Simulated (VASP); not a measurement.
# TiO2 (I4_1/amd) in VASP: relaxation of shape and atoms at fixed volume with PBE+D3(BJ)

Aim: the relaxation of shape and atoms at fixed volume of TiO2 with PBE+D3(BJ).

Program: VASP 6.6.1. These are calculated values, not measurements. Logs are shortened: lines on timing, memory, paths and dates and some standing lists are left out, and cuts for length are marked.

## Step 1: The cell of the first run

The structure is tetragonal, space group I4_1/amd (No. 141). The conventional cell has a = 3.720 Å, b = 3.720 Å, c = 9.028 Å, α = 90.00°, β = 90.00°, γ = 90.00°. Within 2.5 Å of Ti (site symmetry -4m2) lie 6 O at 1.89 to 1.94 Å. O (site symmetry 2mm) has 3 Ti at 1.89 to 1.94 Å and 2 O at 2.46 Å within 2.5 Å.

## Step 2: Relaxation of shape and atoms at fixed volume, PBE+D3(BJ) (10.41 Å³/atom)

Contents of INCAR:

```
ALGO     = Normal         # electronic algorithm
EDIFF    = 1E-7           # SCF threshold, eV
EDIFFG   = -0.01          # ionic threshold
ENCUT    = 600            # plane-wave cutoff, eV
GGA      = PE             # functional
GGA_COMPAT= False        
IBRION   = 2              # ionic algorithm
ISIF     = 4              # what is computed and relaxed
ISMEAR   = 0              # smearing method
IVDW     = 12             # dispersion correction
LASPH    = True           # aspherical terms in the spheres
LCHARG   = False          # write CHGCAR
LREAL    = False          # projectors in reciprocal space
LWAVE    = False          # write WAVECAR
NELM     = 120            # most SCF steps
NELMIN   = 4            
NSW      = 50             # ionic steps
PREC     = Accurate       # precision mode
SIGMA    = 0.02           # smearing width, eV
```

Contents of KPOINTS:

```
k-points
0
Gamma
  10 10 10
```

Contents of POSCAR:

```
TiO2
1.0
   -1.8600124139      1.8600124139      4.5141274019
    1.8600124139     -1.8600124139      4.5141274019
    1.8600124139      1.8600124139     -4.5141274019
Ti O
2 4
Direct
    0.0000000000      0.0000000000      0.0000000000
    0.7500000000      0.2500000000      0.5000000000
    0.2144435528      0.2144435528      0.0000000000
    0.9644435528      0.4644435528      0.5000000000
    0.5355564472      0.0355564472      0.5000000000
    0.7855564472      0.7855564472      0.0000000000
```

Potentials or basis: VASP PAW PBE potentials, release 64 (Ti_sv, O).

Run with:

```
> cat potpaw_PBE.64/Ti_sv/POTCAR potpaw_PBE.64/O/POTCAR > POTCAR
> mpirun -np 1 vasp_std > vasp.out
```

OUTCAR:

```text
EDIFF = 1E-7
   EDIFFG = -0.01
   ENCUT = 600
   GGA = PE
   IBRION = 2
   ISIF = 4
   ISMEAR = 0
   IVDW = 12
   LASPH = True
   LREAL = False
   NELM = 120
   NELMIN = 4
   NSW = 50
   PREC = Accurate
 IVDW          = 12

 ion  position               nearest neighbor table
   1  0.000  0.000  0.000-   5 1.89   4 1.89   5 1.89   4 1.89   3 1.94   6 1.94
   2  0.750  0.250  0.500-   6 1.89   3 1.89   6 1.89   3 1.89   4 1.94   5 1.94
   3  0.214  0.214  0.000-   2 1.89   2 1.89   1 1.94
   4  0.964  0.464  0.500-   1 1.89   1 1.89   2 1.94
   5  0.536  0.036  0.500-   1 1.89   1 1.89   2 1.94
   6  0.786  0.786  0.000-   2 1.89   2 1.89   1 1.94

  LATTYP: Found a body centered tetragonal cell.
 ALAT       =     3.7200248278
 C/A-ratio  =     2.4269340184

  Lattice vectors:

 A1 = (  -1.8600124139,   1.8600124139,   4.5141274019)
 A2 = (   1.8600124139,  -1.8600124139,   4.5141274019)
 A3 = (   1.8600124139,   1.8600124139,  -4.5141274019)

Analysis of symmetry for initial positions (statically):
=====================================================================
 Subroutine PRICEL returns:
 Original cell was already a primitive cell.

 Routine SETGRP: Setting up the symmetry group for a
 body centered tetragonal supercell.

 Subroutine GETGRP returns: Found 16 space group operations
 (whereof  8 operations were pure point group operations)
 out of a pool of 16 trial point group operations.

The static configuration has the point symmetry D_2d.
 The point group associated with its full space group is D_4h.

Analysis of symmetry for dynamics (positions and initial velocities):
=====================================================================
 Subroutine PRICEL returns:
 Original cell was already a primitive cell.

 Routine SETGRP: Setting up the symmetry group for a
 body centered tetragonal supercell.

 Subroutine GETGRP returns: Found 16 space group operations
 (whereof  8 operations were pure point group operations)
 out of a pool of 16 trial point group operations.

The dynamic configuration has the point symmetry D_2d.
 The point group associated with its full space group is D_4h.

 Subroutine INISYM returns: Found 16 space group operations
 (whereof  8 operations are pure point group operations),
 and found     1 'primitive' translations

----------------------------------------------------------------------------------------

                                     Primitive cell

  volume of cell :      62.4691

  direct lattice vectors                    reciprocal lattice vectors
    -1.860012414  1.860012414  4.514127402     0.000000000  0.268815410  0.110763378
     1.860012414 -1.860012414  4.514127402     0.268815410  0.000000000  0.110763378
     1.860012414  1.860012414 -4.514127402     0.268815410  0.268815410  0.000000000

  length of vectors
     5.224618509  5.224618509  5.224618509     0.290740865  0.290740865  0.380162399

  position of ions in fractional coordinates (direct lattice)
     0.000000000  0.000000000  0.000000000
     0.750000000  0.250000000  0.500000000
     0.214443553  0.214443553  0.000000000
     0.964443553  0.464443553  0.500000000
     0.535556447  0.035556447  0.500000000
     0.785556447  0.785556447  0.000000000

  ion indices of the primitive-cell ions
   primitive index   ion index
                 1           1
                 2           2
                 3           3
                 4           4
                 5           5
                 6           6

----------------------------------------------------------------------------------------

 KPOINTS: k-points

Automatic generation of k-mesh.
 Grid dimensions read from file:
 generate k-points for:   10   10   10

 Generating k-lattice:

  Cartesian coordinates                     Fractional coordinates (reciprocal lattice)
     0.000000000  0.026881541  0.011076338     0.100000000  0.000000000 -0.000000000
     0.026881541  0.000000000  0.011076338     0.000000000  0.100000000 -0.000000000
     0.026881541  0.026881541  0.000000000     0.000000000  0.000000000  0.100000000

  Length of vectors
     0.029074087  0.029074087  0.038016240

  Shift w.r.t. Gamma in fractional coordinates (k-lattice)
     0.000000000  0.000000000  0.000000000

 Subroutine IBZKPT returns following result:
 ===========================================

 Found    102 irreducible k-points:

 Following reciprocal coordinates:
            Coordinates               Weight
  0.000000  0.000000  0.000000      1.000000
  0.100000 -0.000000  0.000000      8.000000
  0.200000 -0.000000  0.000000      8.000000
  0.300000  0.000000  0.000000      8.000000
  0.400000 -0.000000  0.000000      8.000000
  0.500000 -0.000000  0.000000      4.000000
[... 16 lines left out ...]
  0.300000  0.300000  0.000000      8.000000
  0.400000  0.300000  0.000000     16.000000
 [... further k-points ...]
   k-points           NKPTS =    102   k-points in BZ     NKDIM =    102   number of bands    NBANDS=     28
   number of dos      NEDOS =    301   number of ions     NIONS =      6
   total plane-waves  NPLWV =  74088
   dimension x,y,z NGX =    42 NGY =   42 NGZ =   42
   dimension x,y,z NGXF=    84 NGYF=   84 NGZF=   84
   ions per type =               2   4
   NGX,Y,Z   is equivalent  to a cutoff of  13.36, 13.36, 13.36 a.u.
   NGXF,Y,Z  is equivalent  to a cutoff of  26.73, 26.73, 26.73 a.u.
 SYSTEM =  unknown system
   PREC   = accura    normal or accurate (medium, high low for compatibility)
   ISTART =      0    job   : 0-new  1-cont  2-samecut
   ICHARG =      2    charge: 1-file 2-atom 10-const
   ISPIN  =      1    spin polarized calculation?
   LNONCOLLINEAR =      F non collinear calculations
   LSORBIT =      F    spin-orbit coupling
   LASPH  =      T    aspherical Exc in radial PAW
   ENCUT  =  600.0 eV  44.10 Ry    6.64 a.u.  10.43 10.43 10.43*2*pi/ulx,y,z
   NELM   =    120;   NELMIN=  4; NELMDL= -5     # of ELM steps
   EDIFF  = 0.1E-06   stopping-criterion for ELM
   LREAL  =      F    real-space projection
   EDIFFG = -.1E-01   stopping-criterion for IOM
   NSW    =     50    number of steps for IOM
   IBRION =      2    ionic relax: 0-MD 1-quasi-New 2-CG
   NFREE  =      1    steps in history (QN), initial steepest desc. (CG)
   ISIF   =      4    stress and relaxation
   ISYM   =      2    0-nonsym 1-usesym 2-fastsym
   POTIM  = 0.5000    time-step for ionic-motion
   TEBEG  =    0.0;   TEEND  =   0.0 temperature during run
   PSTRESS=    0.0 pullay stress
   NELECT =      48.0000    total number of electrons
   NUPDOWN=      -1.0000    fix difference up-down
   EMIN   =  10.00;   EMAX   =-10.00  energy-range for DOS
   EFERMI =   0.00;   METHOD = LEGACY
   ISMEAR =     0;   SIGMA  =   0.02  broadening in eV -4-tet -1-fermi 0-gaus
   EFERMI_NEDOS =   21; number of points for ismear=-14 and -15
   IALGO  =     38    algorithm
   IMIX   =      4    mixing-type and parameters
     AMIX     =   0.40;   BMIX     =  1.00
     AMIX_MAG =   1.60;   BMIX_MAG =  1.00
  volume/ion in A,a.u.               =      10.41        70.26
  Fermi-wavevector in a.u.,A,eV,Ry     =   1.499455  2.833559 30.590864  2.248365
  Thomas-Fermi vector in A             =   2.611083
   LORBIT       =      0    0 simple, 1 ext, 2 COOP (PROOUT), +10 PAW based schemes
   GGA     = PE    functional components
   LHFCALC =     F    Hartree Fock is set to
   AEXX    =    0.0000 exact exchange contribution
   IVDW    =    12    specifies the selected vdW correction
   LEPSILON=     F    determine dielectric tensor
   LRPA    =     F    only Hartree local field effects (RPA)
 conjugate gradient relaxation of ions
 non-spin polarized calculation
 Gauss-broadening in eV      SIGMA  =   0.02
  energy-cutoff  :      600.00
  volume of cell :       62.47
 maximum number of plane-waves:      2131
 NGX is ok and might be reduce to    42
   NGX = 21   NGY = 21   NGZ = 21

--------------------------------------- Ionic step        1  -------------------------------------------

 number of electron      48.0000003 magnetization

 Free energy of the ion-electron system (eV)
  ---------------------------------------------------
  ext. energy  EPLUGINS =         0.00000000
  ---------------------------------------------------
  free energy    TOTEN  =       -53.32734376 eV

  energy without entropy =      -53.32734376  energy(sigma->0) =      -53.32734376

------------------------ aborting loop because EDIFF is reached ----------------------------------------

 Edisp (eV)   -1.48961

 E8    (eV) :    -0.5940

  FORCE on cell =-STRESS in cart. coord.  units (eV):
  Direction    XX          YY          ZZ          XY          YZ          ZX
  --------------------------------------------------------------------------------------
  -------------------------------------------------------------------------------------
  Total       8.25272     8.25272     8.29400     0.00000     0.00000     0.00000
  in kB     211.66161   211.66161   212.72044     0.00000     0.00000     0.00000
  external pressure =      212.01 kB  Pullay stress =        0.00 kB
[... 157 lines left out ...]
  energy  without entropy=      -54.8296527921  energy(sigma->0) =      -54.82965279

--------------------------------------- Ionic step        5  -------------------------------------------

 number of electron      48.0000001 magnetization

 Free energy of the ion-electron system (eV)
  ---------------------------------------------------
  ext. energy  EPLUGINS =         0.00000000
  ---------------------------------------------------
  free energy    TOTEN  =       -53.34704590 eV

  energy without entropy =      -53.34704590  energy(sigma->0) =      -53.34704590

 E-fermi :   4.5384     XC(G=0): -11.2438

 val. band max:        4.3646245473   @ k =   0.5000   0.5000   0.0000
 cond. band min:       6.2562165009   @ k =   0.0000   0.0000   0.0000
 fundamental gap:      1.8915919535
 Fermi energy:         4.5384432624

 k-point     1 :       0.0000    0.0000    0.0000
  band No.  band energies     occupation
      1     -51.9782      2.00000
      2     -51.8758      2.00000
      3     -28.5501      2.00000
      4     -28.2568      2.00000
      5     -28.2568      2.00000
      6     -28.1402      2.00000
[... 733 lines left out ...]
     27       8.2447      0.00000
     28       8.3574      0.00000

 [... further k-points ...]

------------------------ aborting loop because EDIFF is reached ----------------------------------------

 Edisp (eV)   -1.49016

 E8    (eV) :    -0.5943

  FORCE on cell =-STRESS in cart. coord.  units (eV):
  Direction    XX          YY          ZZ          XY          YZ          ZX
  --------------------------------------------------------------------------------------
  -------------------------------------------------------------------------------------
  Total       7.15882     7.15882     7.10175     0.00000     0.00000     0.00000
  in kB     183.60578   183.60578   182.14224     0.00000     0.00000     0.00000
  external pressure =      183.12 kB  Pullay stress =        0.00 kB
[... 21 lines left out ...]
  FREE ENERGIE OF THE ION-ELECTRON SYSTEM (eV)
  ---------------------------------------------------
  free  energy   TOTEN  =       -54.8372009471 eV

  energy  without entropy=      -54.8372009471  energy(sigma->0) =      -54.83720095

 reached required accuracy - stopping structural energy minimisation
```

Run time: 30 min. Hardware: 1 thread of Intel Xeon 8259CL, shared host; peak memory 0.4 GiB.

What came out:

```yaml
Free_energy: -54.8372 eV
Energy_gained_by_relaxing: 3.4 meV/atom
Ionic_steps: 5
Pressure_after_relaxing: 18.3 GPa
Largest_force_after_relaxing: 0.004 eV/Å
Band_gap_on_the_k_mesh: 1.89 eV (least direct gap 2.47 eV)
Dispersion_energy_per_atom: -0.248 eV
```

Forces on the atoms (eV/Å):
```
Ti   0.000  0.000  0.000
Ti   0.000  0.000  0.000
O    0.000  0.000  0.004
O    0.000  0.000  0.004
O    0.000  0.000 -0.004
O    0.000  0.000 -0.004
```

Step by step:
```
step  energy change (eV)  largest force (eV/Å)  pressure (GPa)  volume (Å³)
   1              0.0000                0.2538           21.20        62.47
   2             -0.0067                0.0287           20.34        62.47
   3             -0.0068                0.0060           20.25        62.47
   4             -0.0127                0.0057           19.73        62.47
   5             -0.0202                0.0036           18.31        62.47
```

Final structure:
```cif
data_structure
_symmetry_space_group_name_H-M 'P 1'
_symmetry_Int_Tables_number 1
_cell_length_a 5.1712
_cell_length_b 5.1712
_cell_length_c 5.1712
_cell_angle_alpha 137.465
_cell_angle_beta 137.465
_cell_angle_gamma 61.723
_cell_volume 62.47
loop_
_atom_site_label
_atom_site_type_symbol
_atom_site_fract_x
_atom_site_fract_y
_atom_site_fract_z
_atom_site_occupancy
Ti1 Ti 0.00000 0.00000 0.00000 1
Ti2 Ti 0.75000 0.25000 0.50000 1
O1 O 0.21875 0.21875 0.00000 1
O2 O 0.96875 0.46875 0.50000 1
O3 O 0.53125 0.03125 0.50000 1
O4 O 0.78125 0.78125 0.00000 1
```

Levels at points of the mesh, in eV from the valence-band top:
```csv
k point,band 21,band 22,band 23,band 24,band 25,band 26,band 27,band 28
"(0.00, 0.00, 0.00)",-0.76,-0.76,-0.72,-0.72,1.89,2.93,3.58,3.58
"(0.50, 0.00, 0.00)",-2.27,-1.23,-1.02,-0.72,3.25,3.29,3.76,4.01
"(0.50, 0.50, 0.00)",-2.51,-2.51,0.00,0.00,3.71,3.71,4.14,4.14
"(0.50, 0.50, 0.50)",-1.48,-1.48,-0.38,-0.38,2.39,2.39,3.62,3.62
```
